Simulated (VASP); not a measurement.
# In (P6_3/mmc) in VASP: a series of runs, part 2 of 2

VASP 6.6.1. The steps go on from the part before.

## (4) Single point, LDA (22.75 Å³/atom)

This run uses another cell than the first one, of 22.75 Å³/atom.

INCAR

```
ALGO = Normal ; EDIFF = 1E-6
ENCUT = 520 ; ISIF = 2
ISMEAR = -1 ; LASPH = T
LCHARG = F ; LREAL = F
LWAVE = F ; NBANDS = 20
NELM = 100 ; PREC = Accurate
SIGMA = 0.1
```

KPOINTS

```
k-points
0
Gamma
  12 12 7
```

POSCAR

```
In
1.0
    3.1836088265      0.0000000000      0.0000000000
   -1.5918044132      2.7570861195      0.0000000000
    0.0000000000      0.0000000000      5.1831240567
In
2
Direct
    0.3333333333      0.6666666667      0.2500000000
    0.6666666667      0.3333333333      0.7500000000
```

Potentials or basis: VASP PAW LDA potentials, release 64 (In_d).

Started as:

```sh
> cat potpaw_LDA.64/In_d/POTCAR > POTCAR
> mpirun -np 1 vasp_std > vasp.out
```

OUTCAR:

```text
EDIFF = 1E-6
   ENCUT = 520
   ISIF = 2
   ISMEAR = -1
   LASPH = T
   LREAL = F
   NELM = 100
   PREC = Accurate

 ion  position               nearest neighbor table
   1  0.333  0.667  0.250-   2 3.18   2 3.18   2 3.18   2 3.18   2 3.18   2 3.18
   2  0.667  0.333  0.750-   1 3.18   1 3.18   1 3.18   1 3.18   1 3.18   1 3.18

  LATTYP: Found a hexagonal cell.
 ALAT       =     3.1836088265
 C/A-ratio  =     1.6280656133

  Lattice vectors:

 A1 = (   3.1836088265,   0.0000000000,   0.0000000000)
 A2 = (  -1.5918044132,   2.7570861195,   0.0000000000)
 A3 = (   0.0000000000,   0.0000000000,   5.1831240567)

Analysis of symmetry for initial positions (statically):
=====================================================================
 Subroutine PRICEL returns:
 Original cell was already a primitive cell.

 Routine SETGRP: Setting up the symmetry group for a
 hexagonal supercell.

 Subroutine GETGRP returns: Found 24 space group operations
 (whereof 12 operations were pure point group operations)
 out of a pool of 24 trial point group operations.

The static configuration has the point symmetry D_3d.
 The point group associated with its full space group is D_6h.

Analysis of symmetry for dynamics (positions and initial velocities):
=====================================================================
 Subroutine PRICEL returns:
 Original cell was already a primitive cell.

 Routine SETGRP: Setting up the symmetry group for a
 hexagonal supercell.

 Subroutine GETGRP returns: Found 24 space group operations
 (whereof 12 operations were pure point group operations)
 out of a pool of 24 trial point group operations.

The dynamic configuration has the point symmetry D_3d.
 The point group associated with its full space group is D_6h.

 Subroutine INISYM returns: Found 24 space group operations
 (whereof 12 operations are pure point group operations),
[... 104 lines left out ...]
   POTIM  = 0.5000    time-step for ionic-motion
   TEBEG  =    0.0;   TEEND  =   0.0 temperature during run
   PSTRESS=    0.0 pullay stress
   NELECT =      26.0000    total number of electrons
   NUPDOWN=      -1.0000    fix difference up-down
   EMIN   =  10.00;   EMAX   =-10.00  energy-range for DOS
   EFERMI =   0.00;   METHOD = LEGACY
   ISMEAR =    -1;   SIGMA  =   0.10  broadening in eV -4-tet -1-fermi 0-gaus
   EFERMI_NEDOS =   21; number of points for ismear=-14 and -15
   IALGO  =     38    algorithm
   IMIX   =      4    mixing-type and parameters
     AMIX     =   0.40;   BMIX     =  1.00
     AMIX_MAG =   1.60;   BMIX_MAG =  1.00
  volume/ion in A,a.u.               =      22.75       153.51
  Fermi-wavevector in a.u.,A,eV,Ry     =   1.358560  2.567306 25.112062  1.845685
  Thomas-Fermi vector in A             =   2.485383
   LORBIT       =      0    0 simple, 1 ext, 2 COOP (PROOUT), +10 PAW based schemes
   GGA     = CA    functional components
   LHFCALC =     F    Hartree Fock is set to
   AEXX    =    0.0000 exact exchange contribution
   IVDW    =     0    specifies the selected vdW correction
   LEPSILON=     F    determine dielectric tensor
   LRPA    =     F    only Hartree local field effects (RPA)
 non-spin polarized calculation
  energy-cutoff  :      520.00
  volume of cell :       45.49
 maximum number of plane-waves:      1248
 NGX is ok and might be reduce to    24
   NGX = 11   NGY = 11   NGZ = 19

 number of electron      25.9999985 magnetization

 Free energy of the ion-electron system (eV)
  ---------------------------------------------------
  ext. energy  EPLUGINS =         0.00000000
  ---------------------------------------------------
  free energy    TOTEN  =        -6.36815814 eV

  energy without entropy =       -6.34434317  energy(sigma->0) =       -6.35625066

 E-fermi :   8.9660     XC(G=0): -11.2116

 val. band max:        8.9327893082   @ k =   0.4167   0.0000   0.0000
 cond. band min:       8.9919750696   @ k =   0.0833   0.0000   0.2857
 fundamental gap:      0.0591857615
 Fermi energy:         8.9660351921

 k-point     1 :       0.0000    0.0000    0.0000
  band No.  band energies     occupation
      1      -5.9490      2.00000
      2      -5.8095      2.00000
      3      -5.7711      2.00000
      4      -5.7711      2.00000
      5      -5.7255      2.00000
      6      -5.7255      2.00000
[... 541 lines left out ...]
     19      18.4787      0.00000
     20      19.9053      0.00000

 [... further k-points ...]
[... 5 lines left out ...]
  --------------------------------------------------------------------------------------
  -------------------------------------------------------------------------------------
  Total        1.5356090      1.5356090      1.3200215      0.0000000     -0.0000000      0.0000000
  in kB       54.0791165     54.0791165     46.4868304      0.0000000     -0.0000000      0.0000000
  external PRESSURE =      51.5483545 kB  Pullay stress =       0.0000000 kB

 VOLUME and BASIS-vectors are now :
 -----------------------------------------------------------------------------
  energy-cutoff  :      520.00
  volume of cell :       45.49
      direct lattice vectors                 reciprocal lattice vectors
     3.183608826  0.000000000  0.000000000     0.314108942  0.181350882  0.000000000
    -1.591804413  2.757086119  0.000000000     0.000000000  0.362701764  0.000000000
     0.000000000  0.000000000  5.183124057     0.000000000  0.000000000  0.192933835

 POSITION                                       TOTAL-FORCE (eV/Angst)
 -----------------------------------------------------------------------------------
     -0.00000      1.83806      1.29578         0.000000     -0.000000      0.000000
      1.59180      0.91903      3.88734        -0.000000      0.000000      0.000000
 -----------------------------------------------------------------------------------
    total drift:                               -0.000000      0.000000     -0.000000

  FREE ENERGIE OF THE ION-ELECTRON SYSTEM (eV)
  ---------------------------------------------------
  free  energy   TOTEN  =        -6.3681581419 eV

  energy  without entropy=       -6.3443431733  energy(sigma->0) =       -6.35625066
```

OSZICAR:

```text
N       E                     dE             d eps       ncg     rms          rms(c)
DAV:   1     0.211472761369E+03    0.21147E+03   -0.13227E+04  3072   0.192E+03
DAV:   2     0.931117131231E+01   -0.20216E+03   -0.19835E+03  3064   0.379E+02
DAV:   3    -0.601498756078E+01   -0.15326E+02   -0.15212E+02  3512   0.121E+02
DAV:   4    -0.644027165622E+01   -0.42528E+00   -0.42504E+00  3676   0.214E+01
DAV:   5    -0.646328561589E+01   -0.23014E-01   -0.23013E-01  4428   0.416E+00    0.468E+00
DAV:   6    -0.638854662043E+01    0.74739E-01   -0.11345E-01  4200   0.598E+00    0.211E+00
DAV:   7    -0.637013374380E+01    0.18413E-01   -0.30308E-02  4232   0.272E+00    0.441E-01
DAV:   8    -0.636815312988E+01    0.19806E-02   -0.21853E-03  3572   0.659E-01    0.451E-02
DAV:   9    -0.636815784169E+01   -0.47118E-05   -0.61124E-05  4784   0.730E-02    0.156E-02
DAV:  10    -0.636815814186E+01   -0.30017E-06   -0.21725E-06  2452   0.266E-02
   1 F= -.63681581E+01 E0= -.63562507E+01  d E =-.238150E-01
```

stdout:

```text
POSCAR found type information on POSCAR In
 POSCAR found :  1 types and       2 ions
 scaLAPACK will be used
 LDA part: xc-table for (Slater(with rela. corr.)+CA(PZ))
 , standard interpolation
 POSCAR, INCAR and KPOINTS ok, starting setup
 FFT: planning ... GRIDC
 FFT: planning ... GRID_SOFT
 FFT: planning ... GRID
 WAVECAR not read
 entering main loop
```

Wall time 46 s (1 thread of Intel Xeon 8259CL, shared host); peak memory 0.18 GiB.

What came out:

```
Free energy            : -6.3682 eV
Pressure               : 5.2 GPa
Band gap on the k mesh : zero (bands 13 and 14 overlap by 5.67 eV)
```

Caveat: the cell stands under pressure; spin-orbit coupling is left out, which moves the levels of the heavy elements.

## (5) The runs side by side

```tsv
cell	k mesh	gap on the mesh (eV)	pressure (GPa)
a = 3.273, b = 3.273, c = 5.329 Å, angles 90.0, 90.0, 120.0°, 2 atoms	11 × 11 × 6	none	0.1
a = 3.137, b = 3.137, c = 5.107 Å, angles 90.0, 90.0, 120.0°, 2 atoms	12 × 12 × 7	none	8.8
a = 3.184, b = 3.184, c = 5.183 Å, angles 90.0, 90.0, 120.0°, 2 atoms	12 × 12 × 7	none	5.2
```

Alike in all rows: task single point; level LDA; potentials or basis VASP PAW LDA potentials, release 64 (In_d); no spin polarisation; cutoff (eV) 520; smearing fermi-dirac 0.1 eV.

Caveats: spin-orbit coupling is left out, which moves the levels of the heavy elements; the cell stands under pressure (at least some runs).

Total energies depend on the potentials used, so only differences within one code and one set of settings carry meaning.
